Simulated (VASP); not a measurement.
# Zn in VASP: further runs

Runs on Zn. Level: PBE. Tasks: single point.

All numbers are computed with VASP 6.6.1; they aren't measurements. Logs are shortened: lines on timing, memory, paths and dates and some standing lists are left out, and cuts for length are marked.

## (1) The cell of the first run

The cell holds a slab with vacuum, 3 atoms: a = 2.636 Å, b = 2.636 Å, c = 21.093 Å, α = 90.00°, β = 90.00°, γ = 120.00°.

## (2) Single point, PBE

INCAR reads:

```
ALGO     = Normal         # electronic algorithm
DIPOL    = 0.5 0.5 0.500
EDIFF    = 1E-6           # SCF threshold, eV
ENCUT    = 520            # plane-wave cutoff, eV
GGA      = PE             # functional
IDIPOL   = 3            
ISIF     = 2              # what is computed and relaxed
ISMEAR   = -1             # smearing method
LASPH    = T              # aspherical terms in the spheres
LCHARG   = T              # write CHGCAR
LDIPOL   = T            
LELF     = T              # ELF
LREAL    = F              # projectors in reciprocal space
LVACPOTAV= T            
LVHAR    = T            
LWAVE    = F              # write WAVECAR
NBANDS   = 25             # bands
NELM     = 80             # most SCF steps
PREC     = Accurate       # precision mode
SIGMA    = 0.08           # smearing width, eV
```

KPOINTS reads:

```
k-points
0
Gamma
  16 16 1
```

POSCAR reads:

```
Zn
1.0
    2.6356265346      0.0000000000      0.0000000000
   -1.3178132673      2.2825195338      0.0000000000
    0.0000000000      0.0000000000     21.0925000000
Zn
3
Direct
    0.0000000000      0.0000000000      0.3831600234
    0.3333333333      0.6666666667      0.4999999894
    0.0000000000      0.0000000000      0.6168399872
```

Potentials or basis: VASP PAW PBE potentials, release 64 (Zn).

Command:

```
cat potpaw_PBE.64/Zn/POTCAR > POTCAR
mpirun -np 1 vasp_std > vasp.out
```

OUTCAR:

```text
EDIFF = 1E-6
   ENCUT = 520
   GGA = PE
   ISIF = 2
   ISMEAR = -1
   LASPH = T
   LREAL = F
   NELM = 80
   PREC = Accurate

 ion  position               nearest neighbor table
   1  0.000  0.000  0.383-   2 2.90   2 2.90   2 2.90
   2  0.333  0.667  0.500-   1 2.90   1 2.90   1 2.90   3 2.90   3 2.90   3 2.90
   3  0.000  0.000  0.617-   2 2.90   2 2.90   2 2.90

  LATTYP: Found a hexagonal cell.
 ALAT       =     2.6356265346
 C/A-ratio  =     8.0028409652

  Lattice vectors:

 A1 = (   2.6356265346,   0.0000000000,   0.0000000000)
 A2 = (  -1.3178132673,   2.2825195338,   0.0000000000)
 A3 = (   0.0000000000,   0.0000000000,  21.0925000000)

Analysis of symmetry for initial positions (statically):
=====================================================================
 Subroutine PRICEL returns:
 Original cell was already a primitive cell.

 Routine SETGRP: Setting up the symmetry group for a
 hexagonal supercell.

 Subroutine GETGRP returns: Found 12 space group operations
 (whereof 12 operations were pure point group operations)
 out of a pool of 24 trial point group operations.

The static configuration has the point symmetry D_3h.

Analysis of symmetry for dynamics (positions and initial velocities):
=====================================================================
 Subroutine PRICEL returns:
 Original cell was already a primitive cell.

 Routine SETGRP: Setting up the symmetry group for a
 hexagonal supercell.

 Subroutine GETGRP returns: Found 12 space group operations
 (whereof 12 operations were pure point group operations)
 out of a pool of 24 trial point group operations.

The dynamic configuration has the point symmetry D_3h.

 Subroutine INISYM returns: Found 12 space group operations
 (whereof 12 operations are pure point group operations),
 and found     1 'primitive' translations

----------------------------------------------------------------------------------------

                                     Primitive cell

  volume of cell :     126.8897

  direct lattice vectors                    reciprocal lattice vectors
     2.635626535  0.000000000  0.000000000     0.379416426  0.219056176  0.000000000
    -1.317813267  2.282519534  0.000000000     0.000000000  0.438112351  0.000000000
     0.000000000  0.000000000 21.092500000     0.000000000  0.000000000  0.047410217
[... 85 lines left out ...]
   NELM   =     80;   NELMIN=  2; NELMDL= -5     # of ELM steps
   EDIFF  = 0.1E-05   stopping-criterion for ELM
   LREAL  =      F    real-space projection
   EDIFFG = 0.1E-04   stopping-criterion for IOM
   NSW    =      0    number of steps for IOM
   IBRION =     -1    ionic relax: 0-MD 1-quasi-New 2-CG
   NFREE  =      0    steps in history (QN), initial steepest desc. (CG)
   ISIF   =      2    stress and relaxation
   ISYM   =      2    0-nonsym 1-usesym 2-fastsym
   POTIM  = 0.5000    time-step for ionic-motion
   TEBEG  =    0.0;   TEEND  =   0.0 temperature during run
   PSTRESS=    0.0 pullay stress
   NELECT =      36.0000    total number of electrons
   NUPDOWN=      -1.0000    fix difference up-down
   EMIN   =  10.00;   EMAX   =-10.00  energy-range for DOS
   EFERMI =   0.00;   METHOD = LEGACY
   ISMEAR =    -1;   SIGMA  =   0.08  broadening in eV -4-tet -1-fermi 0-gaus
   EFERMI_NEDOS =   21; number of points for ismear=-14 and -15
   IALGO  =     38    algorithm
   IMIX   =      4    mixing-type and parameters
     AMIX     =   0.40;   BMIX     =  1.00
     AMIX_MAG =   1.60;   BMIX_MAG =  1.00
  volume/ion in A,a.u.               =      42.30       285.43
  Fermi-wavevector in a.u.,A,eV,Ry     =   1.075722  2.032820 15.744370  1.157179
  Thomas-Fermi vector in A             =   2.211587
   LORBIT       =      0    0 simple, 1 ext, 2 COOP (PROOUT), +10 PAW based schemes
   GGA     = PE    functional components
   LHFCALC =     F    Hartree Fock is set to
   AEXX    =    0.0000 exact exchange contribution
   IVDW    =     0    specifies the selected vdW correction
   LEPSILON=     F    determine dielectric tensor
   LRPA    =     F    only Hartree local field effects (RPA)
 non-spin polarized calculation
  energy-cutoff  :      520.00
  volume of cell :      126.89
 maximum number of plane-waves:      3465
 NGX is ok and might be reduce to    20
   NGX =  9   NGY =  9   NGZ = 79

 number of electron      35.9999970 magnetization

 dipolmoment           0.000000      0.000000      0.000000 electrons x Angstroem

 Free energy of the ion-electron system (eV)
  ---------------------------------------------------
  ext. energy  EPLUGINS =         0.00000000
  ---------------------------------------------------
  free energy    TOTEN  =        -3.09553233 eV

  energy without entropy =       -3.07326028  energy(sigma->0) =       -3.08439630

 E-fermi :  -1.6731     XC(G=0):  -4.9130

 val. band max:       -1.6805703552   @ k =   0.3750   0.1875   0.0000
 cond. band min:      -1.6042601576   @ k =   0.2500   0.2500   0.0000
 fundamental gap:      0.0763101976
 Fermi energy:        -1.6730901842

 k-point     1 :       0.0000    0.0000    0.0000
  band No.  band energies     occupation
      1     -11.5234      2.00000
      2     -10.3853      2.00000
      3     -10.1145      2.00000
      4      -9.3475      2.00000
      5      -9.1893      2.00000
      6      -9.1893      2.00000
[... 661 lines left out ...]
     24       5.9946      0.00000
     25       6.4241      0.00000

 [... further k-points ...]

------------------------ aborting loop because EDIFF is reached ----------------------------------------

  FORCE on cell =-STRESS in cart. coord.  units (eV):
  Direction    XX          YY          ZZ          XY          YZ          ZX
  --------------------------------------------------------------------------------------
  -------------------------------------------------------------------------------------
  Total       -0.4025943     -0.4025943      0.0351794      0.0000000     -0.0000000      0.0000000
  in kB       -5.0833711     -5.0833711      0.4441945      0.0000000     -0.0000000      0.0000000
  external PRESSURE =      -3.2408492 kB  Pullay stress =       0.0000000 kB

 VOLUME and BASIS-vectors are now :
 -----------------------------------------------------------------------------
  energy-cutoff  :      520.00
  volume of cell :      126.89
      direct lattice vectors                 reciprocal lattice vectors
     2.635626535  0.000000000  0.000000000     0.379416426  0.219056176  0.000000000
    -1.317813267  2.282519534  0.000000000     0.000000000  0.438112351  0.000000000
     0.000000000  0.000000000 21.092500000     0.000000000  0.000000000  0.047410217

 POSITION                                       TOTAL-FORCE (eV/Angst)
 -----------------------------------------------------------------------------------
      0.00000      0.00000      8.08180         0.000000      0.000000     -0.007334
     -0.00000      1.52168     10.54625        -0.000000      0.000000      0.000000
      0.00000      0.00000     13.01070         0.000000     -0.000000      0.007334
 -----------------------------------------------------------------------------------
    total drift:                               -0.000001      0.000001      0.000001

  FREE ENERGIE OF THE ION-ELECTRON SYSTEM (eV)
  ---------------------------------------------------
  free  energy   TOTEN  =        -3.0955323285 eV

  energy  without entropy=       -3.0732602779  energy(sigma->0) =       -3.08439630

 vacuum level on the upper side and lower side of the slab         2.570         2.570
```

stdout:

```text
POSCAR found type information on POSCAR Zn
 POSCAR found :  1 types and       3 ions
 scaLAPACK will be used
 LDA part: xc-table for (Slater+PW92), standard interpolation
 POSCAR, INCAR and KPOINTS ok, starting setup
 FFT: planning ... GRIDC
 FFT: planning ... GRID_SOFT
 FFT: planning ... GRID
 WAVECAR not read
 entering main loop
 -----------------------------------------------------------------------------
|                                                                             |
|           W    W    AA    RRRRR   N    N  II  N    N   GGGG   !!!           |
|           W    W   A  A   R    R  NN   N  II  NN   N  G    G  !!!           |
|           W    W  A    A  R    R  N N  N  II  N N  N  G       !!!           |
|           W WW W  AAAAAA  RRRRR   N  N N  II  N  N N  G  GGG   !            |
|           WW  WW  A    A  R   R   N   NN  II  N   NN  G    G                |
|           W    W  A    A  R    R  N    N  II  N    N   GGGG   !!!           |
|                                                                             |
|     Did not find any points to average over, which means that no vacuum     |
|     field-free region was found. Please increase the size of  your cell     |
|     in the dimension of the dipole correction to obtain accurate            |
|     workfunction values.                                                    |
|                                                                             |
 -----------------------------------------------------------------------------
```

Wall time 2.8 min (1 thread of Intel Xeon 8259CL, shared host); peak memory 0.24 GiB.

Results:

```yaml
Free_energy: -3.0955 eV
Largest_force: 0.007 eV/Å
Band_gap_on_the_k_mesh: zero (bands 18 and 19 overlap by 3.45 eV)
```

Forces in eV/Å, atoms in the order of the input:
```
Zn   0.000  0.000 -0.007
Zn   0.000  0.000  0.000
Zn   0.000  0.000  0.007
```

## (3) Single point, PBE

INCAR reads:

```
SYSTEM = Zn
  PREC = Accurate
  ENCUT = 520
  EDIFF = 1E-7
  ISMEAR = -1
  SIGMA = 0.08
  LREAL = .False.
  LASPH = .True.
  NELM = 100
  ALGO = Normal
  ISIF = 2
  LWAVE = .False.
  LCHARG = .False.
  LDIPOL = .True.
  IDIPOL = 3
  DIPOL = 0.5 0.5 0.500
  GGA = PE
  EFIELD = -0.1
  NBANDS = 25
```

KPOINTS reads:

```
regular mesh
0
Gamma
  16 16 1
  0 0 0
```

POSCAR is that of step 2.

Potentials or basis: VASP PAW PBE potentials, release 64 (Zn).

Command:

```
cat potpaw_PBE.64/Zn/POTCAR > POTCAR
mpirun -np 1 vasp_std > vasp.out
```

Wall time 4.8 min (1 thread of Intel Xeon 8259CL, shared host); peak memory 0.24 GiB.

It converged, with:

| Item | Value |
| --- | --- |
| Free energy | -3.0969 eV |
| Largest force | 0.009 eV/Å |
| Band gap on the k mesh | zero (bands 18 and 19 overlap by 3.45 eV) |

Forces on the atoms (eV/Å):
```
Zn   0.000  0.000 -0.006
Zn   0.000  0.000 -0.003
Zn   0.000  0.000  0.009
```

Levels at points of the mesh, in eV from the Fermi level:
| k point | band 14 | band 15 | band 16 | band 17 | band 18 | band 19 | band 20 | band 21 | band 22 | band 23 |
| --- | --- | --- | --- | --- | --- | --- | --- | --- | --- | --- |
| (0.00, 0.00, 0.00) | -6.85 | -6.85 | -6.82 | -6.82 | -4.87 | -2.08 | 1.63 | 3.63 | 4.15 | 5.31 |
| (0.50, 0.00, 0.00) | -6.54 | -6.54 | -2.19 | -1.50 | -1.13 | 0.78 | 1.79 | 2.59 | 5.06 | 6.84 |

The gap in the log of VASP goes by the Fermi energy; the results here count the filled bands.